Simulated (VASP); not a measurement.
Write the native input for VASP 6.6.1 that does the following.

- Task: single point
- Functional: PBEsol
- Potentials or basis: VASP PAW PBE potentials, release 64 (Ir_sv_GW, S)
- Cutoff: 500 eV
- k mesh: 10 × 10 × 6
- Occupations: gaussian, width 0.05 eV
- Spin: no spin polarisation
- Dipole correction: no
- Second run: valence_matched
- Further INCAR settings: ALGO = Normal; EDIFF = 1e-06; NBANDS = 31

The structure of IrS lies in POSCAR:

```
IrS
1.0
    3.5439944865      0.0000000000      0.0000000000
   -1.7719972432      3.0691892562      0.0000000000
    0.0000000000      0.0000000000      5.4419298008
Ir S
2 2
Direct
    0.0000000000      0.0000000000      0.0000000000
    0.0000000000      0.0000000000      0.5000000000
    0.3333333333      0.6666666667      0.2500000000
    0.6666666667      0.3333333333      0.7500000000
```

One way to write it, as run:

INCAR

```
SYSTEM = IrS
ALGO = Normal
EDIFF = 1E-6
ENCUT = 500
GGA = PS
GGA_COMPAT = .FALSE.
ISIF = 2
ISMEAR = 0
LASPH = .TRUE.
LCHARG = .FALSE.
LREAL = .FALSE.
LWAVE = .FALSE.
NBANDS = 31
NELM = 120
PREC = Accurate
SIGMA = 0.05
```

KPOINTS

```
k-points
0
G
  10 10 6
  0 0 0
```

Potentials or basis: VASP PAW PBE potentials, release 64 (Ir_sv_GW, S).

Command:

```sh
$ cat potpaw_PBE.64/Ir_sv_GW/POTCAR potpaw_PBE.64/S/POTCAR > POTCAR
$ mpirun -np 1 vasp_std > vasp.out
```

Results of the run:

```json
{"Pressure": "-1.4 GPa", "Band gap on the k mesh": "zero (band 23 reaches 11.81 eV, above the bottom of band 24 at 10.16 eV)"}
```

Caveat: the PAW data sets were made with another functional, which shifts forces and pressure a little; spin-orbit coupling is left out, which moves the levels of the heavy elements.

It took 83 s on 1 thread of Intel(R) Xeon(R) Platinum 8375C CPU @ 2.90GHz (Ice Lake), on a shared host, peak memory 0.23 GiB.
